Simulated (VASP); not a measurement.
# BaO (Fm-3m) in VASP: single point with PBEsol

Aim: the single point of BaO with PBEsol.

Program: VASP 6.6.1. These are calculated values, not measurements. Logs are shortened: lines on timing, memory, paths and dates and some standing lists are left out, and cuts for length are marked.

## Step 1: The cell of the first run

Symmetry: Fm-3m, No. 225, cubic system. Conventional cell: a = 5.500 Å, b = 5.500 Å, c = 5.500 Å, α = 90.00°, β = 90.00°, γ = 90.00°. Ba (site symmetry m-3m) has 6 O at 2.75 Å within 3.6 Å. Within 3.6 Å of O (site symmetry m-3m) lie 6 Ba at 2.75 Å.

## Step 2: Single point, PBEsol

The input, INCAR:

```
PREC = Accurate ; ENCUT = 600
EDIFF = 1E-6 ; ISMEAR = 0
SIGMA = 0.01 ; LREAL = False
LASPH = True ; NELM = 120
ALGO = Normal ; ISIF = 2
LWAVE = False ; LCHARG = False
GGA = PS ; NBANDS = 15
GGA_COMPAT = False
```

The input, KPOINTS:

```
regular mesh
0
Gamma
  8 8 8
```

The input, POSCAR:

```
BaO
1.0
    0.0000000000      2.7500000000      2.7500000000
    2.7500000000      0.0000000000      2.7500000000
    2.7500000000      2.7500000000      0.0000000000
Ba O
1 1
Direct
    0.0000000000      0.0000000000      0.0000000000
    0.5000000000      0.5000000000      0.5000000000
```

Potentials or basis: VASP PAW PBE potentials, release 64 (Ba_sv, O).

Started as:

```console
$ cat potpaw_PBE.64/Ba_sv/POTCAR potpaw_PBE.64/O/POTCAR > POTCAR
$ mpirun -np 1 vasp_std > vasp.out
```

OUTCAR:

```text
PREC = Accurate
   ENCUT = 600
   EDIFF = 1E-6
   ISMEAR = 0
   LREAL = False
   LASPH = True
   NELM = 120
   ISIF = 2
   GGA = PS

 ion  position               nearest neighbor table
   1  0.000  0.000  0.000-   2 2.75   2 2.75   2 2.75   2 2.75   2 2.75   2 2.75
   2  0.500  0.500  0.500-   1 2.75   1 2.75   1 2.75   1 2.75   1 2.75   1 2.75

  LATTYP: Found a face centered cubic cell.
 ALAT       =     5.5000000000

  Lattice vectors:

 A1 = (   0.0000000000,   2.7500000000,   2.7500000000)
 A2 = (   2.7500000000,   0.0000000000,   2.7500000000)
 A3 = (   2.7500000000,   2.7500000000,   0.0000000000)

Analysis of symmetry for initial positions (statically):
=====================================================================
 Subroutine PRICEL returns:
 Original cell was already a primitive cell.

 Routine SETGRP: Setting up the symmetry group for a
 face centered cubic supercell.

 Subroutine GETGRP returns: Found 48 space group operations
 (whereof 48 operations were pure point group operations)
 out of a pool of 48 trial point group operations.

The static configuration has the point symmetry O_h .

Analysis of symmetry for dynamics (positions and initial velocities):
=====================================================================
 Subroutine PRICEL returns:
 Original cell was already a primitive cell.

 Routine SETGRP: Setting up the symmetry group for a
 face centered cubic supercell.

 Subroutine GETGRP returns: Found 48 space group operations
 (whereof 48 operations were pure point group operations)
 out of a pool of 48 trial point group operations.

The dynamic configuration has the point symmetry O_h .

 Subroutine INISYM returns: Found 48 space group operations
 (whereof 48 operations are pure point group operations),
 and found     1 'primitive' translations

----------------------------------------------------------------------------------------

                                     Primitive cell

  volume of cell :      41.5938

  direct lattice vectors                    reciprocal lattice vectors
     0.000000000  2.750000000  2.750000000    -0.181818182  0.181818182  0.181818182
     2.750000000  0.000000000  2.750000000     0.181818182 -0.181818182  0.181818182
     2.750000000  2.750000000  0.000000000     0.181818182  0.181818182 -0.181818182

  length of vectors
     3.889087297  3.889087297  3.889087297     0.314918329  0.314918329  0.314918329

  position of ions in fractional coordinates (direct lattice)
     0.000000000  0.000000000  0.000000000
     0.500000000  0.500000000  0.500000000

  ion indices of the primitive-cell ions
   primitive index   ion index
                 1           1
[... 80 lines left out ...]
   ISYM   =      2    0-nonsym 1-usesym 2-fastsym
   POTIM  = 0.5000    time-step for ionic-motion
   TEBEG  =    0.0;   TEEND  =   0.0 temperature during run
   PSTRESS=    0.0 pullay stress
   NELECT =      16.0000    total number of electrons
   NUPDOWN=      -1.0000    fix difference up-down
   EMIN   =  10.00;   EMAX   =-10.00  energy-range for DOS
   EFERMI =   0.00;   METHOD = LEGACY
   ISMEAR =     0;   SIGMA  =   0.01  broadening in eV -4-tet -1-fermi 0-gaus
   EFERMI_NEDOS =   21; number of points for ismear=-14 and -15
   IALGO  =     38    algorithm
   IMIX   =      4    mixing-type and parameters
     AMIX     =   0.40;   BMIX     =  1.00
     AMIX_MAG =   1.60;   BMIX_MAG =  1.00
  volume/ion in A,a.u.               =      20.80       140.34
  Fermi-wavevector in a.u.,A,eV,Ry     =   1.190617  2.249940 19.287200  1.417569
  Thomas-Fermi vector in A             =   2.326698
   LORBIT       =      0    0 simple, 1 ext, 2 COOP (PROOUT), +10 PAW based schemes
   GGA     = PS    functional components
   LHFCALC =     F    Hartree Fock is set to
   AEXX    =    0.0000 exact exchange contribution
   IVDW    =     0    specifies the selected vdW correction
   LEPSILON=     F    determine dielectric tensor
   LRPA    =     F    only Hartree local field effects (RPA)
 non-spin polarized calculation
 Gauss-broadening in eV      SIGMA  =   0.01
  energy-cutoff  :      600.00
  volume of cell :       41.59
 maximum number of plane-waves:      1411
   NGX = 15   NGY = 15   NGZ = 15

 number of electron      15.9999997 magnetization

 Free energy of the ion-electron system (eV)
  ---------------------------------------------------
  ext. energy  EPLUGINS =         0.00000000
  ---------------------------------------------------
  free energy    TOTEN  =       -12.39737474 eV

  energy without entropy =      -12.39737474  energy(sigma->0) =      -12.39737474

 E-fermi :   1.9651     XC(G=0):  -9.9534

 val. band max:        1.8575900186   @ k =   0.5000   0.5000   0.0000
 cond. band min:       3.6483222609   @ k =   0.5000   0.5000   0.0000
 fundamental gap:      1.7907322424
 Fermi energy:         1.9651312473

 k-point     1 :       0.0000    0.0000    0.0000
  band No.  band energies     occupation
      1     -23.9908      2.00000
      2     -13.1375      2.00000
      3      -8.4367      2.00000
      4      -8.4367      2.00000
      5      -8.4367      2.00000
      6       1.4462      2.00000
      7       1.4462      2.00000
      8       1.4462      2.00000
      9       5.3100      0.00000
     10       6.4738      0.00000
     11       6.4738      0.00000
     12       6.4738      0.00000
     13       8.8159      0.00000
     14       8.8159      0.00000
[... 401 lines left out ...]
      2     -13.7597      2.00000
      3      -9.1191      2.00000
      4      -9.1151      2.00000
      5      -8.5513      2.00000
      6       0.1960      2.00000
      7       0.8535      2.00000
      8       0.9195      2.00000
      9       6.6406      0.00000
     10       7.2547      0.00000
     11       9.7841      0.00000
     12       9.7896      0.00000
     13      12.0823      0.00000
     14      13.6910      0.00000
     15      14.0327      0.00000

 [... further k-points ...]
[... 5 lines left out ...]
  --------------------------------------------------------------------------------------
  -------------------------------------------------------------------------------------
  Total        0.3556857      0.3556857      0.3556857     -0.0000000     -0.0000000     -0.0000000
  in kB       13.7008943     13.7008943     13.7008943     -0.0000000     -0.0000000     -0.0000000
  external PRESSURE =      13.7008943 kB  Pullay stress =       0.0000000 kB

 VOLUME and BASIS-vectors are now :
 -----------------------------------------------------------------------------
  energy-cutoff  :      600.00
  volume of cell :       41.59
      direct lattice vectors                 reciprocal lattice vectors
     0.000000000  2.750000000  2.750000000    -0.181818182  0.181818182  0.181818182
     2.750000000  0.000000000  2.750000000     0.181818182 -0.181818182  0.181818182
     2.750000000  2.750000000  0.000000000     0.181818182  0.181818182 -0.181818182

 POSITION                                       TOTAL-FORCE (eV/Angst)
 -----------------------------------------------------------------------------------
      0.00000      0.00000      0.00000         0.000000     -0.000000      0.000000
      2.75000      2.75000      2.75000        -0.000000      0.000000     -0.000000
 -----------------------------------------------------------------------------------
    total drift:                                0.000000     -0.000000      0.000000

  FREE ENERGIE OF THE ION-ELECTRON SYSTEM (eV)
  ---------------------------------------------------
  free  energy   TOTEN  =       -12.3973747440 eV

  energy  without entropy=      -12.3973747440  energy(sigma->0) =      -12.39737474
```

OSZICAR:

```text
N       E                     dE             d eps       ncg     rms          rms(c)
DAV:   1     0.869961850609E+02    0.86996E+02   -0.87180E+03   870   0.112E+03
DAV:   2    -0.106198229360E+02   -0.97616E+02   -0.89179E+02  1205   0.211E+02
DAV:   3    -0.147195527245E+02   -0.40997E+01   -0.40768E+01  1113   0.438E+01
DAV:   4    -0.147666245148E+02   -0.47072E-01   -0.47066E-01   983   0.476E+00
DAV:   5    -0.147674232960E+02   -0.79878E-03   -0.79877E-03  1123   0.565E-01    0.915E+00
DAV:   6    -0.126694761478E+02    0.20979E+01   -0.75705E+00   912   0.208E+01    0.633E+00
DAV:   7    -0.124386201781E+02    0.23086E+00   -0.60200E-01  1004   0.604E+00    0.231E+00
DAV:   8    -0.123971408863E+02    0.41479E-01   -0.95211E-02  1101   0.299E+00    0.519E-01
DAV:   9    -0.123968321440E+02    0.30874E-03   -0.77397E-03  1031   0.824E-01    0.171E-01
DAV:  10    -0.123973966303E+02   -0.56449E-03   -0.15640E-03   947   0.305E-01    0.481E-02
DAV:  11    -0.123973743909E+02    0.22239E-04   -0.13146E-04   996   0.101E-01    0.240E-02
DAV:  12    -0.123973747440E+02   -0.35312E-06   -0.94807E-06   968   0.269E-02
   1 F= -.12397375E+02 E0= -.12397375E+02  d E =-.196163E-54
```

stdout:

```text
POSCAR found type information on POSCAR BaO
 POSCAR found :  2 types and       2 ions
 scaLAPACK will be used
 -----------------------------------------------------------------------------
|                                                                             |
|                                                                             |
|     You enforced a specific xc type in the INCAR file but a different       |
|     I HOPE YOU KNOW WHAT YOU ARE DOING!                                     |
|                                                                             |
 -----------------------------------------------------------------------------

 LDA part: xc-table for (Slater+PW92), standard interpolation
 POSCAR, INCAR and KPOINTS ok, starting setup
 FFT: planning ... GRIDC
 FFT: planning ... GRID_SOFT
 FFT: planning ... GRID
 WAVECAR not read
 entering main loop
```

It took 9 s on 1 thread of Intel Xeon Platinum 8488C (Sapphire Rapids), shared host; peak memory 0.18 GiB.

Results:

| Item | Value |
| --- | --- |
| Free energy | -12.3974 eV |
| Pressure | 1.4 GPa |
| Band gap on the k mesh | 1.79 eV, direct |

Levels at points of the mesh, in eV from the valence-band top:
```csv
k point,band 5,band 6,band 7,band 8,band 9,band 10,band 11,band 12
"(0.00, 0.00, 0.00)",-10.29,-0.41,-0.41,-0.41,3.45,4.62,4.62,4.62
"(0.50, 0.00, 0.00)",-10.42,-2.15,-1.61,-1.61,4.88,7.20,7.20,8.12
"(0.50, 0.50, 0.00)",-10.93,-0.20,-0.20,0.00,1.79,6.01,8.99,9.34
```

Caveat: the PAW data sets were made with another functional, which shifts forces and pressure a little; spin-orbit coupling is left out, which moves the levels of the heavy elements. A k mesh can miss the band edges.
